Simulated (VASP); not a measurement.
SnO, 4 atoms in the cell. It takes space group P4/nmm (No. 129, tetragonal). Conventional cell: a = 3.637 Å, b = 3.637 Å, c = 5.392 Å, α = 90.00°, β = 90.00°, γ = 90.00°. Sn (site symmetry 4mm) has 4 O at 2.25 Å within 3.0 Å. O (site symmetry -4m2) has 4 Sn at 2.25 Å and 4 O at 2.57 Å within 3.0 Å.  This cell differs from its parent crystal: volume 17.835 Å^3 an atom, c/a of the conventional cell 1.4825.

| Quantity | Value |
| --- | --- |
| Program | VASP 6.6.1 |
| Task | single point |
| Functional | LDA |
| Potentials or basis | VASP PAW LDA potentials, release 64 (Sn_d, O) |
| Cutoff | 520 eV |
| k mesh | 12 × 12 × 10 |
| Occupations | gaussian, width 0.15 eV |
| Spin | no spin polarisation |
| Dipole correction | no |
| Further INCAR settings | ALGO = Normal; EDIFF = 1e-06; NBANDS = 28 |

Potentials or basis: VASP PAW LDA potentials, release 64 (Sn_d, O).

Run with:

```console
$ cat potpaw_LDA.64/Sn_d/POTCAR potpaw_LDA.64/O/POTCAR > POTCAR
$ mpirun -np 1 vasp_std > vasp.out
```

Hardware: 1 thread of Intel(R) Xeon(R) Platinum 8259CL CPU @ 2.50GHz (Skylake/Cascade Lake) (shared host).

Problem. Estimate the wall time of this run.

Solution. Wall time 4.2 min on 1 thread of Intel(R) Xeon(R) Platinum 8259CL CPU @ 2.50GHz (Skylake/Cascade Lake) (shared host), peak memory 0.36 GiB. Counts: scf iterations 14, k points 168.
